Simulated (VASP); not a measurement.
Ba: single point with PBEsol

Ba:

```xyz
1
Lattice="-2.4382 2.4382 2.4382 2.4382 -2.4382 2.4382 2.4382 2.4382 -2.4382" Properties=species:S:1:pos:R:3 pbc="T T T"
Ba    0.0000    0.0000    0.0000
```

* Program: VASP 6.6.1
* Task: single point
* Functional: PBEsol
* Potentials or basis: VASP PAW PBE potentials, release 64 (Ba_sv)
* Cutoff: 520 eV
* k mesh: 12 × 12 × 12
* Occupations: gaussian, width 0.1 eV
* Spin: no spin polarisation

* Pressure: 0.1 GPa
* Band gap on the k mesh: zero (bands 5 and 6 overlap by 1.26 eV)

Levels at points of the mesh, in eV from the Fermi level:
```csv
k point,band 3,band 4,band 5,band 6,band 7,band 8
"(0.00, 0.00, 0.00)",-13.60,-13.60,-2.80,1.91,1.91,1.91
"(0.50, 0.00, 0.00)",-13.79,-13.60,-0.96,0.66,1.53,3.45
"(0.50, 0.50, 0.50)",-14.01,-14.01,-0.66,-0.66,4.76,4.76
```

Run time: 10 s on 1 thread of Intel(R) Xeon(R) 6975P-C (Granite Rapids), with other jobs on the host, peak memory 0.19 GiB.

Caveat: the PAW data sets were made with another functional, which shifts forces and pressure a little; spin-orbit coupling is left out, which moves the levels of the heavy elements.
